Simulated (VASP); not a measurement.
# ZrSn2S3 (I4/mmm) in VASP: relaxation of cell and atoms with PBE

Aim: the relaxation of cell and atoms of ZrSn2S3 with PBE.

All numbers are computed with VASP 6.6.1; they aren't measurements. Logs are shortened: lines on timing, memory, paths and dates and some standing lists are left out, and cuts for length are marked.

### 1 The cell of the first run

It takes space group I4/mmm (No. 139, tetragonal). Conventional cell: a = 5.751 Å, b = 5.751 Å, c = 9.400 Å, α = 90.00°, β = 90.00°, γ = 90.00°. Zr (site symmetry 4/mmm) has 2 S at 2.43 Å within 3.2 Å. Within 3.8 Å of Sn (site symmetry -4m2) lie 8 S at 2.88 to 3.71 Å and 4 Zr at 3.71 Å. Within 3.0 Å of S (site symmetry 4mm) lie 1 S at 2.27 Å and 1 Zr at 2.43 Å and 4 Sn at 2.88 Å. S (site symmetry 4/mmm) has 2 S at 2.27 Å within 3.0 Å.

The cell was generated, and may not be a known phase.

### 2 Relaxation of cell and atoms, PBE

INCAR

```
SYSTEM = ZrSn2S3
PREC = Accurate ; ENCUT = 600
EDIFF = 1E-6 ; ISMEAR = 0
SIGMA = 0.1 ; LREAL = .FALSE.
LASPH = .TRUE. ; NELM = 60
ALGO = Fast ; ISIF = 3
LWAVE = .FALSE. ; LCHARG = .FALSE.
GGA = PE ; IBRION = 2
NSW = 100 ; EDIFFG = -0.01
```

KPOINTS

```
Automatic mesh
0
G
  10 10 10
  0 0 0
```

POSCAR

```
ZrSn2S3
1.0
   -2.8752601956      2.8752601956      4.7001912877
    2.8752601956     -2.8752601956      4.7001912877
    2.8752601956      2.8752601956     -4.7001912877
Zr Sn S
1 2 3
Direct
    0.5000000000      0.5000000000      0.0000000000
    0.7500000000      0.2500000000      0.5000000000
    0.2500000000      0.7500000000      0.5000000000
    0.2410916907      0.2410916907      0.0000000000
    0.7589083093      0.7589083093      0.0000000000
    0.0000000000      0.0000000000      0.0000000000
```

Potentials or basis: VASP PAW PBE potentials, release 64 (Zr_sv, Sn_d, S).

The run is started by

```bash
$ cat potpaw_PBE.64/Zr_sv/POTCAR potpaw_PBE.64/Sn_d/POTCAR potpaw_PBE.64/S/POTCAR > POTCAR
$ mpirun -np 1 vasp_std > vasp.out
```

OUTCAR:

```text
SYSTEM = ZrSn2S3
   PREC = Accurate
   ENCUT = 600
   EDIFF = 1E-6
   ISMEAR = 0
   LREAL = .FALSE.
   LASPH = .TRUE.
   NELM = 60
   ISIF = 3
   GGA = PE
   IBRION = 2
   NSW = 100
   EDIFFG = -0.01

 ion  position               nearest neighbor table
   1  0.500  0.500  0.000-   4 2.43   5 2.43   2 3.71   3 3.71   3 3.71   2 3.71   2 3.71   3 3.71
                             3 3.71   2 3.71
   2  0.750  0.250  0.500-   5 2.88   4 2.88   5 2.88   4 2.88   1 3.71   1 3.71   1 3.71   1 3.71

   3  0.250  0.750  0.500-   5 2.88   4 2.88   5 2.88   4 2.88   1 3.71   1 3.71   1 3.71   1 3.71

   4  0.241  0.241  0.000-   6 2.27   1 2.43   2 2.88   3 2.88   2 2.88   3 2.88
   5  0.759  0.759  0.000-   6 2.27   1 2.43   3 2.88   2 2.88   2 2.88   3 2.88
   6  0.000  0.000  0.000-   4 2.27   5 2.27

  LATTYP: Found a body centered tetragonal cell.
 ALAT       =     5.7505203912
 C/A-ratio  =     1.6347011985

  Lattice vectors:

 A1 = (  -2.8752601956,   2.8752601956,   4.7001912877)
 A2 = (   2.8752601956,  -2.8752601956,   4.7001912877)
 A3 = (   2.8752601956,   2.8752601956,  -4.7001912877)

Analysis of symmetry for initial positions (statically):
=====================================================================
 Subroutine PRICEL returns:
 Original cell was already a primitive cell.

 Routine SETGRP: Setting up the symmetry group for a
 body centered tetragonal supercell.

 Subroutine GETGRP returns: Found 16 space group operations
 (whereof 16 operations were pure point group operations)
 out of a pool of 16 trial point group operations.

The static configuration has the point symmetry D_4h.

Analysis of symmetry for dynamics (positions and initial velocities):
=====================================================================
 Subroutine PRICEL returns:
 Original cell was already a primitive cell.

 Routine SETGRP: Setting up the symmetry group for a
 body centered tetragonal supercell.

 Subroutine GETGRP returns: Found 16 space group operations
 (whereof 16 operations were pure point group operations)
 out of a pool of 16 trial point group operations.

The dynamic configuration has the point symmetry D_4h.

 Subroutine INISYM returns: Found 16 space group operations
 (whereof 16 operations are pure point group operations),
 and found     1 'primitive' translations

----------------------------------------------------------------------------------------

                                     Primitive cell

  volume of cell :     155.4282

  direct lattice vectors                    reciprocal lattice vectors
    -2.875260196  2.875260196  4.700191288     0.000000000  0.173897305  0.106378649
     2.875260196 -2.875260196  4.700191288     0.173897305  0.000000000  0.106378649
     2.875260196  2.875260196 -4.700191288     0.173897305  0.173897305  0.000000000

  length of vectors
     6.214985159  6.214985159  6.214985159     0.203854580  0.203854580  0.245927928

  position of ions in fractional coordinates (direct lattice)
     0.500000000  0.500000000  0.000000000
     0.750000000  0.250000000  0.500000000
     0.250000000  0.750000000  0.500000000
     0.241091691  0.241091691  0.000000000
     0.758908309  0.758908309  0.000000000
     0.000000000  0.000000000  0.000000000

  ion indices of the primitive-cell ions
   primitive index   ion index
                 1           1
                 2           2
                 3           3
                 4           4
                 5           5
                 6           6

----------------------------------------------------------------------------------------

 KPOINTS: Automatic mesh

Automatic generation of k-mesh.
 Grid dimensions read from file:
 generate k-points for:   10   10   10

 Generating k-lattice:

  Cartesian coordinates                     Fractional coordinates (reciprocal lattice)
     0.000000000  0.017389731  0.010637865     0.100000000  0.000000000  0.000000000
     0.017389731  0.000000000  0.010637865     0.000000000  0.100000000  0.000000000
     0.017389731  0.017389731  0.000000000     0.000000000  0.000000000  0.100000000

  Length of vectors
     0.020385458  0.020385458  0.024592793

  Shift w.r.t. Gamma in fractional coordinates (k-lattice)
     0.000000000  0.000000000  0.000000000

 Subroutine IBZKPT returns following result:
 ===========================================

 Found    102 irreducible k-points:

 Following reciprocal coordinates:
            Coordinates               Weight
  0.000000  0.000000  0.000000      1.000000
  0.100000  0.000000 -0.000000      8.000000
  0.200000  0.000000 -0.000000      8.000000
  0.300000  0.000000  0.000000      8.000000
  0.400000  0.000000  0.000000      8.000000
  0.500000  0.000000 -0.000000      4.000000
[... 16 lines left out ...]
  0.300000  0.300000  0.000000      8.000000
  0.400000  0.300000 -0.000000     16.000000
 [... further k-points ...]
   k-points           NKPTS =    102   k-points in BZ     NKDIM =    102   number of bands    NBANDS=     34
   number of dos      NEDOS =    301   number of ions     NIONS =      6
   total plane-waves  NPLWV = 125000
   dimension x,y,z NGX =    50 NGY =   50 NGZ =   50
   dimension x,y,z NGXF=   100 NGYF=  100 NGZF=  100
   ions per type =               1   2   3
   NGX,Y,Z   is equivalent  to a cutoff of  13.37, 13.37, 13.37 a.u.
   NGXF,Y,Z  is equivalent  to a cutoff of  26.75, 26.75, 26.75 a.u.
 SYSTEM =  ZrSn2S3
   PREC   = accura    normal or accurate (medium, high low for compatibility)
   ISTART =      0    job   : 0-new  1-cont  2-samecut
   ICHARG =      2    charge: 1-file 2-atom 10-const
   ISPIN  =      1    spin polarized calculation?
   LNONCOLLINEAR =      F non collinear calculations
   LSORBIT =      F    spin-orbit coupling
   LASPH  =      T    aspherical Exc in radial PAW
   ENCUT  =  600.0 eV  44.10 Ry    6.64 a.u.  12.41 12.41 12.41*2*pi/ulx,y,z
   NELM   =     60;   NELMIN=  2; NELMDL= -5     # of ELM steps
   EDIFF  = 0.1E-05   stopping-criterion for ELM
   LREAL  =      F    real-space projection
   EDIFFG = -.1E-01   stopping-criterion for IOM
   NSW    =    100    number of steps for IOM
   IBRION =      2    ionic relax: 0-MD 1-quasi-New 2-CG
   NFREE  =      1    steps in history (QN), initial steepest desc. (CG)
   ISIF   =      3    stress and relaxation
   ISYM   =      2    0-nonsym 1-usesym 2-fastsym
   POTIM  = 0.5000    time-step for ionic-motion
   TEBEG  =    0.0;   TEEND  =   0.0 temperature during run
   PSTRESS=    0.0 pullay stress
   NELECT =      58.0000    total number of electrons
   NUPDOWN=      -1.0000    fix difference up-down
   EMIN   =  10.00;   EMAX   =-10.00  energy-range for DOS
   EFERMI =   0.00;   METHOD = LEGACY
   ISMEAR =     0;   SIGMA  =   0.10  broadening in eV -4-tet -1-fermi 0-gaus
   EFERMI_NEDOS =   21; number of points for ismear=-14 and -15
   IALGO  =     68    algorithm
   IMIX   =      4    mixing-type and parameters
     AMIX     =   0.40;   BMIX     =  1.00
     AMIX_MAG =   1.60;   BMIX_MAG =  1.00
  volume/ion in A,a.u.               =      25.90       174.81
  Fermi-wavevector in a.u.,A,eV,Ry     =   1.178621  2.227271 18.900503  1.389148
  Thomas-Fermi vector in A             =   2.314947
   LORBIT       =      0    0 simple, 1 ext, 2 COOP (PROOUT), +10 PAW based schemes
   GGA     = PE    functional components
   LHFCALC =     F    Hartree Fock is set to
   AEXX    =    0.0000 exact exchange contribution
   IVDW    =     0    specifies the selected vdW correction
   LEPSILON=     F    determine dielectric tensor
   LRPA    =     F    only Hartree local field effects (RPA)
 conjugate gradient relaxation of ions
 non-spin polarized calculation
 RMM-DIIS sequential band-by-band and
 Gauss-broadening in eV      SIGMA  =   0.10
  energy-cutoff  :      600.00
  volume of cell :      155.43
 maximum number of plane-waves:      5263
 NGX is ok and might be reduce to    50
   NGX = 25   NGY = 25   NGZ = 25

--------------------------------------- Ionic step        1  -------------------------------------------

 number of electron      58.0000011 magnetization

 Free energy of the ion-electron system (eV)
  ---------------------------------------------------
  ext. energy  EPLUGINS =         0.00000000
  ---------------------------------------------------
  free energy    TOTEN  =       -27.12622511 eV

  energy without entropy =      -27.09990926  energy(sigma->0) =      -27.11306718

------------------------ aborting loop EDIFF was not reached (unconverged)  ----------------------------

  FORCE on cell =-STRESS in cart. coord.  units (eV):
  Direction    XX          YY          ZZ          XY          YZ          ZX
  --------------------------------------------------------------------------------------
  -------------------------------------------------------------------------------------
  Total       -0.3456062     -0.3456062     -0.2329596      0.0000000      0.0000000      0.0000000
  in kB       -3.5625609     -3.5625609     -2.4013822      0.0000000      0.0000000      0.0000000
  external PRESSURE =      -3.1755013 kB  Pullay stress =       0.0000000 kB

 VOLUME and BASIS-vectors are now :
 -----------------------------------------------------------------------------
  energy-cutoff  :      600.00
  volume of cell :      155.43
      direct lattice vectors                 reciprocal lattice vectors
    -2.875260196  2.875260196  4.700191288     0.000000000  0.173897305  0.106378649
     2.875260196 -2.875260196  4.700191288     0.173897305  0.000000000  0.106378649
     2.875260196  2.875260196 -4.700191288     0.173897305  0.173897305  0.000000000
[... 256 lines left out ...]
  energy  without entropy=      -27.1447416683  energy(sigma->0) =      -27.15739424

--------------------------------------- Ionic step        8  -------------------------------------------

 number of electron      58.0000012 magnetization

 Free energy of the ion-electron system (eV)
  ---------------------------------------------------
  ext. energy  EPLUGINS =         0.00000000
  ---------------------------------------------------
  free energy    TOTEN  =       -27.17009627 eV

  energy without entropy =      -27.14468608  energy(sigma->0) =      -27.15739118

 E-fermi :   6.2571     XC(G=0):  -9.5804

 val. band max:        6.2563317455   @ k =  -0.2000  -0.4000   0.1000
 cond. band min:       6.2591660939   @ k =   0.2000   0.2000   0.1000
 fundamental gap:      0.0028343484
 Fermi energy:         6.2571123776

 k-point     1 :       0.0000    0.0000    0.0000
  band No.  band energies     occupation
      1     -44.0192      2.00000
      2     -22.0808      2.00000
      3     -22.0438      2.00000
      4     -22.0438      2.00000
      5     -15.5547      2.00000
      6     -15.5250      2.00000
[... 877 lines left out ...]
     33       7.2789      0.00000
     34       7.4649      0.00000

 [... further k-points ...]
[... 5 lines left out ...]
  --------------------------------------------------------------------------------------
  -------------------------------------------------------------------------------------
  Total       -0.0036575     -0.0036575     -0.0157833      0.0000000     -0.0000000      0.0000000
  in kB       -0.0378615     -0.0378615     -0.1633860      0.0000000     -0.0000000      0.0000000
  external PRESSURE =      -0.0797030 kB  Pullay stress =       0.0000000 kB
[... 21 lines left out ...]
  FREE ENERGIE OF THE ION-ELECTRON SYSTEM (eV)
  ---------------------------------------------------
  free  energy   TOTEN  =       -27.1700962746 eV

  energy  without entropy=      -27.1446860823  energy(sigma->0) =      -27.15739118

 reached required accuracy - stopping structural energy minimisation
```

Wall time 2.7 h (1 thread of Oxide Virtual Turin-like, shared host); peak memory 0.78 GiB.

What came out:

```yaml
Free_energy: -27.1701 eV
Relaxed_volume: 25.80 Å³/atom
Relaxed_cell: a = 6.213 Å, b = 6.213 Å, c = 6.213 Å, α = 125.04°, β = 125.04°, γ = 81.47°
Space_group_after_relaxing_to_0.1_Å: I4/mmm (No. 139)
Energy_gained_by_relaxing: 7.3 meV/atom
Ionic_steps: 8
Pressure_after_relaxing: 0.0 GPa
Band_gap_on_the_k_mesh: zero (bands 29 and 30 overlap by 0.56 eV)
```

The path:
| step | energy change (eV) | largest force (eV/Å) | pressure (GPa) | volume (Å³) |
| --- | --- | --- | --- | --- |
| 1 | 0.0000 | 0.0237 | -0.32 | 155.43 |
| 2 | -0.0427 | 0.0501 | 0.29 | 154.28 |
| 3 | -0.0427 | 0.0501 | 0.31 | 154.28 |
| 4 | -0.0432 | 0.0460 | 0.13 | 154.77 |
| 5 | -0.0432 | 0.0452 | 0.08 | 154.96 |
| 6 | -0.0438 | 0.0098 | 0.07 | 154.58 |
| 7 | -0.0438 | 0.0031 | 0.07 | 154.51 |
| 8 | -0.0439 | 0.0006 | -0.01 | 154.77 |

Final structure:
```
Zr Sn S
1.0
    -2.86687    2.86687    4.70781
     2.86687   -2.86687    4.70781
     2.86687    2.86687   -4.70781
Zr Sn S
1 2 3
Direct
  0.50000 0.50000 0.00000
  0.75000 0.25000 0.50000
  0.25000 0.75000 0.50000
  0.24074 0.24074 0.00000
  0.75926 0.75926 0.00000
  0.00000 0.00000 0.00000
```

Caveat: spin-orbit coupling is left out, which moves the levels of the heavy elements.
